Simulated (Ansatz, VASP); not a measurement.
**RbBr: VASP beside Ansatz**

```
Rb Br
1.0
     0.00000    3.42700    3.42700
     3.42700    0.00000    3.42700
     3.42700    3.42700    0.00000
Rb Br
1 1
Direct
  0.00000 0.00000 0.00000
  0.50000 0.50000 0.50000
```

Alike in both runs: task single point; functional PBE-based screened hybrid; k mesh 4 × 4 × 4; occupations fermi-dirac, width 0.05 eV; no spin polarisation.

```csv
,VASP,Ansatz
version,VASP 6.6.1,Ansatz 0.2.0
potentials or method,"VASP PAW PBE potentials, release 64 (Rb_sv, Br), cutoff 520 eV",all-electron PAW datasets made for the crystal
```

```tsv
	VASP	Ansatz	Ansatz less VASP
gap on the k mesh at the Fermi level (eV)	5.30	5.30	+0.002
least direct gap on the mesh (eV)	5.30	5.30	+0.002
pressure (GPa)	0.8	0.8	-0.01
```

VASP's potentials were made for PBE, not for PBE-based screened hybrid. Ansatz ran all-electron here, and VASP with PAW potentials.
